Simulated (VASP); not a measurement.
# ZnS (F-43m) in VASP: single point with PBEsol

Aim: the single point of ZnS with PBEsol.

All numbers are computed with VASP 6.6.1; they aren't measurements. Logs are shortened: lines on timing, memory, paths and dates and some standing lists are left out, and cuts for length are marked.

### 1 The cell of the first run

Symmetry: F-43m, No. 216, cubic system. Conventional cell: a = 5.443 Å, b = 5.443 Å, c = 5.443 Å, α = 90.00°, β = 90.00°, γ = 90.00°. Within 3.1 Å of Zn (site symmetry -43m) lie 4 S at 2.36 Å. S (site symmetry -43m) has 4 Zn at 2.36 Å within 3.1 Å.

### 2 Single point, PBEsol, non-collinear spin, zero start, spin-orbit coupling

INCAR

```
  PREC = Accurate
  ENCUT = 520
  EDIFF = 1E-7
  ISMEAR = 0
  SIGMA = 0.02
  LREAL = F
  LASPH = T
  NELM = 150
  ALGO = Normal
  ISIF = 2
  LWAVE = F
  LCHARG = F
  LNONCOLLINEAR = T
  MAGMOM = 0 0 0 0 0 0
  LORBIT = 11
  LSORBIT = T
  GGA_COMPAT = F
  LORBMOM = T
  GGA = PS
  NBANDS = 30
```

KPOINTS

```
regular mesh
0
Gamma
  10 10 10
```

POSCAR

```
ZnS
1.0
    0.0000000000      2.7214810265      2.7214810265
    2.7214810265      0.0000000000      2.7214810265
    2.7214810265      2.7214810265      0.0000000000
Zn S
1 1
Direct
    0.2500000000      0.2500000000      0.2500000000
    0.0000000000      0.0000000000      0.0000000000
```

Potentials or basis: VASP PAW PBE potentials, release 64 (Zn, S).

Command:

```bash
> cat potpaw_PBE.64/Zn/POTCAR potpaw_PBE.64/S/POTCAR > POTCAR
> mpirun -np 1 vasp_ncl > vasp.out
```

OUTCAR:

```text
PREC = Accurate
   ENCUT = 520
   EDIFF = 1E-7
   ISMEAR = 0
   LREAL = F
   LASPH = T
   NELM = 150
   ISIF = 2
   LNONCOLLINEAR = T
   LORBIT = 11
   LSORBIT = T
   GGA = PS

 ion  position               nearest neighbor table
   1  0.250  0.250  0.250-   2 2.36   2 2.36   2 2.36   2 2.36
   2  0.000  0.000  0.000-   1 2.36   1 2.36   1 2.36   1 2.36

  LATTYP: Found a face centered cubic cell.
 ALAT       =     5.4429620530

  Lattice vectors:

 A1 = (   0.0000000000,   2.7214810265,   2.7214810265)
 A2 = (   2.7214810265,   0.0000000000,   2.7214810265)
 A3 = (   2.7214810265,   2.7214810265,   0.0000000000)

Analysis of symmetry for initial positions (statically):
=====================================================================
 Subroutine PRICEL returns:
 Original cell was already a primitive cell.

 Routine SETGRP: Setting up the symmetry group for a
 face centered cubic supercell.

 Subroutine GETGRP returns: Found 24 space group operations
 (whereof 24 operations were pure point group operations)
 out of a pool of 48 trial point group operations.

The static configuration has the point symmetry T_d .

Analysis of symmetry for dynamics (positions and initial velocities):
=====================================================================
 Subroutine PRICEL returns:
 Original cell was already a primitive cell.

 Routine SETGRP: Setting up the symmetry group for a
 face centered cubic supercell.

 Subroutine GETGRP returns: Found 24 space group operations
 (whereof 24 operations were pure point group operations)
 out of a pool of 48 trial point group operations.

The dynamic configuration has the point symmetry T_d .

Analysis of structural, dynamic, and magnetic symmetry:
=====================================================================
 Subroutine PRICEL returns:
 Original cell was already a primitive cell.

 Routine SETGRP: Setting up the symmetry group for a
 face centered cubic supercell.

 Subroutine GETGRP returns: Found 24 space group operations
 (whereof 24 operations were pure point group operations)
 out of a pool of 48 trial point group operations.

The overall configuration has the point symmetry T_d .

 Subroutine INISYM returns: Found 24 space group operations
 (whereof 24 operations are pure point group operations),
 and found     1 'primitive' translations

----------------------------------------------------------------------------------------

                                     Primitive cell

  volume of cell :      40.3131

  direct lattice vectors                    reciprocal lattice vectors
     0.000000000  2.721481026  2.721481026    -0.183723493  0.183723493  0.183723493
     2.721481026  0.000000000  2.721481026     0.183723493 -0.183723493  0.183723493
     2.721481026  2.721481026  0.000000000     0.183723493  0.183723493 -0.183723493

  length of vectors
     3.848755377  3.848755377  3.848755377     0.318218424  0.318218424  0.318218424

  position of ions in fractional coordinates (direct lattice)
     0.250000000  0.250000000  0.250000000
     0.000000000  0.000000000  0.000000000

  ion indices of the primitive-cell ions
   primitive index   ion index
                 1           1
                 2           2

----------------------------------------------------------------------------------------

 KPOINTS: regular mesh

Automatic generation of k-mesh.
 Grid dimensions read from file:
 generate k-points for:   10   10   10

 Generating k-lattice:

  Cartesian coordinates                     Fractional coordinates (reciprocal lattice)
    -0.018372349  0.018372349  0.018372349     0.100000000  0.000000000  0.000000000
[... 98 lines left out ...]

 number of electron      18.0000008 magnetization      -0.0000000      0.0000000     -0.0000000

 number of electron      18.0000008 magnetization      -0.0000000     -0.0000000     -0.0000000

 number of electron      18.0000008 magnetization      -0.0000000      0.0000000      0.0000000

 Free energy of the ion-electron system (eV)
  ---------------------------------------------------
  ext. energy  EPLUGINS =         0.00000000
  ---------------------------------------------------
  free energy    TOTEN  =        -7.57549797 eV

  energy without entropy =       -7.57549797  energy(sigma->0) =       -7.57549797

 E-fermi :   1.9230     XC(G=0):  -9.7490

 val. band max:        1.8349383911   @ k =   0.0000   0.0000   0.0000
 cond. band min:       3.7001660207   @ k =   0.0000   0.0000   0.0000
 fundamental gap:      1.8652276296
 Fermi energy:         1.9229844815

 k-point     1 :       0.0000    0.0000    0.0000
  band No.  band energies     occupation
      1     -11.1918      1.00000
      2     -11.1918      1.00000
      3      -4.5772      1.00000
      4      -4.5772      1.00000
      5      -4.5772      1.00000
      6      -4.5772      1.00000
[... 781 lines left out ...]
     29      13.2698      0.00000
     30      13.2728      0.00000

 [... further k-points ...]

------------------------ aborting loop because EDIFF is reached ----------------------------------------

  FORCE on cell =-STRESS in cart. coord.  units (eV):
  Direction    XX          YY          ZZ          XY          YZ          ZX
  --------------------------------------------------------------------------------------
  -------------------------------------------------------------------------------------
  Total       -0.8171442     -0.8171442     -0.8171442      0.0000000     -0.0000000      0.0000000
  in kB      -32.4760615    -32.4760615    -32.4760615      0.0000000     -0.0000000      0.0000000
  external PRESSURE =     -32.4760615 kB  Pullay stress =       0.0000000 kB

 VOLUME and BASIS-vectors are now :
 -----------------------------------------------------------------------------
  energy-cutoff  :      520.00
  volume of cell :       40.31
      direct lattice vectors                 reciprocal lattice vectors
     0.000000000  2.721481026  2.721481026    -0.183723493  0.183723493  0.183723493
     2.721481026  0.000000000  2.721481026     0.183723493 -0.183723493  0.183723493
     2.721481026  2.721481026  0.000000000     0.183723493  0.183723493 -0.183723493

 POSITION                                       TOTAL-FORCE (eV/Angst)
 -----------------------------------------------------------------------------------
      1.36074      1.36074      1.36074         0.000000      0.000000     -0.000000
      0.00000      0.00000      0.00000        -0.000000     -0.000000      0.000000
 -----------------------------------------------------------------------------------
    total drift:                                0.000000      0.000000      0.000000

  FREE ENERGIE OF THE ION-ELECTRON SYSTEM (eV)
  ---------------------------------------------------
  free  energy   TOTEN  =        -7.5754979685 eV

  energy  without entropy=       -7.5754979685  energy(sigma->0) =       -7.57549797

 orbital moment (x)

 # of ion     p       d       tot
 ----------------------------------------
  1         0.000   0.000   0.000
  2         0.000   0.000   0.000
 ----------------------------------------
            0.000   0.000   0.000

 orbital moment (y)

 # of ion     p       d       tot
 ----------------------------------------
  1         0.000   0.000   0.000
  2        -0.000   0.000  -0.000
 ----------------------------------------
            0.000   0.000   0.000

 orbital moment (z)

 # of ion     p       d       tot
 ----------------------------------------
  1         0.000   0.000   0.000
  2         0.000   0.000   0.000
 ----------------------------------------
            0.000   0.000   0.000

 Spin-Orbit-Coupling matrix elements

 Ion:    1  E_soc:     -0.0083347
 l=   1
     0.0000000    -0.0004017    -0.0004017
    -0.0004017     0.0000000    -0.0004017
    -0.0004017    -0.0004017     0.0000000
 l=   2
     0.0000000    -0.0002012     0.0000000    -0.0002012    -0.0007862
    -0.0002012     0.0000000    -0.0005896    -0.0002012    -0.0001965
     0.0000000    -0.0005896     0.0000000    -0.0005896     0.0000000
    -0.0002012    -0.0002012    -0.0005896     0.0000000    -0.0001965
    -0.0007862    -0.0001965     0.0000000    -0.0001965     0.0000000
 l=   3
     0.0000000     0.0000000     0.0000000     0.0000000     0.0000000     0.0000000     0.0000000
     0.0000000     0.0000000     0.0000000     0.0000000     0.0000000     0.0000000     0.0000000
     0.0000000     0.0000000     0.0000000     0.0000000     0.0000000     0.0000000     0.0000000
     0.0000000     0.0000000     0.0000000     0.0000000     0.0000000     0.0000000     0.0000000
     0.0000000     0.0000000     0.0000000     0.0000000     0.0000000     0.0000000     0.0000000
     0.0000000     0.0000000     0.0000000     0.0000000     0.0000000     0.0000000     0.0000000
     0.0000000     0.0000000     0.0000000     0.0000000     0.0000000     0.0000000     0.0000000

 Ion:    2  E_soc:     -0.0017981
 l=   1
     0.0000000    -0.0002997    -0.0002997
    -0.0002997     0.0000000    -0.0002997
    -0.0002997    -0.0002997     0.0000000
 l=   2
     0.0000000     0.0000000     0.0000000     0.0000000     0.0000000
     0.0000000     0.0000000     0.0000000     0.0000000     0.0000000
     0.0000000     0.0000000     0.0000000     0.0000000     0.0000000
     0.0000000     0.0000000     0.0000000     0.0000000     0.0000000
     0.0000000     0.0000000     0.0000000     0.0000000     0.0000000
 l=   3
     0.0000000     0.0000000     0.0000000     0.0000000     0.0000000     0.0000000     0.0000000
     0.0000000     0.0000000     0.0000000     0.0000000     0.0000000     0.0000000     0.0000000
     0.0000000     0.0000000     0.0000000     0.0000000     0.0000000     0.0000000     0.0000000
     0.0000000     0.0000000     0.0000000     0.0000000     0.0000000     0.0000000     0.0000000
     0.0000000     0.0000000     0.0000000     0.0000000     0.0000000     0.0000000     0.0000000
     0.0000000     0.0000000     0.0000000     0.0000000     0.0000000     0.0000000     0.0000000
     0.0000000     0.0000000     0.0000000     0.0000000     0.0000000     0.0000000     0.0000000

 total charge

# of ion       s       p       d       tot
------------------------------------------
    1        0.520   0.464   9.796  10.779
    2        1.310   2.398   0.000   3.709
--------------------------------------------------
tot          1.830   2.862   9.796  14.488

 magnetization (x)

# of ion       s       p       d       tot
------------------------------------------
    1        0.000   0.000   0.000   0.000
    2       -0.000   0.000   0.000   0.000
--------------------------------------------------
tot         -0.000   0.000   0.000   0.000

 magnetization (y)

# of ion       s       p       d       tot
------------------------------------------
    1        0.000   0.000   0.000   0.000
    2        0.000   0.000   0.000   0.000
--------------------------------------------------
tot          0.000   0.000   0.000   0.000

 magnetization (z)

# of ion       s       p       d       tot
------------------------------------------
    1        0.000  -0.000   0.000   0.000
    2        0.000  -0.000   0.000  -0.000
--------------------------------------------------
tot          0.000  -0.000   0.000  -0.000
```

It took 3.5 min on 1 thread of Intel Xeon Platinum 8488C (Sapphire Rapids), shared host; peak memory 0.35 GiB.

Results:

- Free energy: -7.5755 eV
- Pressure: -3.2 GPa
- Net moment: 0.00 μB per cell
- Valence electrons inside the program's atomic spheres: Zn 10.78; S 3.71

Moments on the atoms (μB; x, y, z):
```
Zn  0.00 0.00 0.00
S   0.00 0.00 0.00
```

Caveat: the cell stands under tension; the PAW data sets were made with another functional, which shifts forces and pressure a little.
